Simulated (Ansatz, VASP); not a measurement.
## Two plane-wave programs on Sn

```
Sn
1.0
     0.00000    3.26709    3.26709
     3.26709    0.00000    3.26709
     3.26709    3.26709    0.00000
Sn
2
Direct
  0.50000 0.50000 0.50000
  0.75000 0.75000 0.75000
```

Change from the starting cell: volume scaled by 1.02, PAW files.

Alike in both runs: task electric field gradients; functional PBEsol; k mesh 11 × 11 × 11; occupations fermi-dirac, width 0.05 eV; no spin polarisation.

```csv
,VASP,Ansatz
version,VASP 6.6.1,Ansatz 0.2.0
potentials or method,"VASP PAW PBE potentials, release 64 (Sn_d)","PAW with Ansatz's default frozen-core files, scalar-relativistic"
plane-wave cutoff (eV),520,420
valence electrons in the cell,28,28
```

```csv
,VASP,Ansatz,Ansatz less VASP
pressure (GPa),0.1,0.1,+0.07
```

VASP's potentials were made for PBE, not for PBEsol.
